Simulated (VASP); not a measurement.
A run of VASP 6.6.1 is set up as follows.

Contents of INCAR:

```
SYSTEM = HfSc2N2
  PREC = Accurate
  ENCUT = 520
  EDIFF = 1E-7
  ISMEAR = 0
  SIGMA = 0.1
  LREAL = .False.
  LASPH = .True.
  NELM = 60
  ALGO = Normal
  ISIF = 2
  LWAVE = .False.
  LCHARG = .True.
  GGA = PE
  LELF = .True.
  LVHAR = .True.
  NBANDS = 29
```

KPOINTS

```
Automatic mesh
0
Gamma
  4 4 4
  0 0 0
```

File POSCAR:

```
HfSc2N2
1.0
   -2.9921276500      2.9921276500      2.6106063800
    2.9921276500     -2.9921276500      2.6106063800
    2.9921276500      2.9921276500     -2.6106063800
Hf Sc N
1 2 2
Direct
    0.5000000000      0.5000000000      0.0000000000
    0.2500000000      0.7500000000      0.5000000000
    0.7500000000      0.2500000000      0.5000000000
    0.1697903300      0.1697903300      0.0000000000
    0.8302096700      0.8302096700      0.0000000000
```

Potentials or basis: VASP PAW PBE potentials, release 64 (Hf_pv, Sc_sv, N).

Command:

```sh
$ cat potpaw_PBE.64/Hf_pv/POTCAR potpaw_PBE.64/Sc_sv/POTCAR potpaw_PBE.64/N/POTCAR > POTCAR
$ mpirun -np 1 vasp_std > vasp.out
```

**Question.** What does it give for the pressure?

**Answer.** 15.7 GPa.

**Question.** Predict the largest force.

**Answer.** 13.609 eV/Å.

**Question.** Predict the band gap on the k mesh.

**Answer.** Zero (band 21 reaches 4.06 eV, above the bottom of band 22 at 3.13 eV).

Forces in eV/Å, atoms in the order of the input:
```
Hf    0.000   0.000   0.000
Sc    0.000   0.000   0.000
Sc    0.000   0.000   0.000
N     0.000   0.000 -13.609
N     0.000   0.000  13.609
```

Caveat: the k points lie up to 0.40 Å⁻¹ apart; spin-orbit coupling is left out, which moves the levels of the heavy elements; forces of over 1 eV/Å act on the atoms, so gaps and moduli don't describe the material at rest.
